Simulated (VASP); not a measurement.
A run of VASP 6.6.1:

Contents of INCAR:

```
PREC = Accurate
ENCUT = 520
EDIFF = 1E-7
ISMEAR = 0
SIGMA = 0.01
LREAL = False
LASPH = True
NELM = 80
ALGO = Normal
ISIF = 2
LWAVE = False
LCHARG = False
GGA = PE
NBANDS = 26
```

File KPOINTS:

```
regular mesh
0
Gamma
  8 8 5
```

The input POSCAR:

```
GaN
1.0
    3.2180015741      0.0000000000      0.0000000000
   -1.6090007870      2.7868711126      0.0000000000
    0.0000000000      0.0000000000      5.2430239502
Ga N
2 2
Direct
    0.3333333333      0.6666666667      0.0000456730
    0.6666666667      0.3333333333      0.5000456730
    0.3333333333      0.6666666667      0.3767543270
    0.6666666667      0.3333333333      0.8767543270
```

Potentials or basis: VASP PAW PBE potentials, release 64 (Ga_d, N).

The run is started by

```console
$ cat potpaw_PBE.64/Ga_d/POTCAR potpaw_PBE.64/N/POTCAR > POTCAR
$ mpirun -np 1 vasp_std > vasp.out
```

Hardware: 1 thread of Intel(R) Xeon(R) 6975P-C (Granite Rapids), with other jobs on the host.

Task: How long does it take, and how much memory?

Result: It took 14 s on 1 thread of Intel(R) Xeon(R) 6975P-C (Granite Rapids), with other jobs on the host, peak memory 0.17 GiB. Counts: scf iterations 15, k points 30.
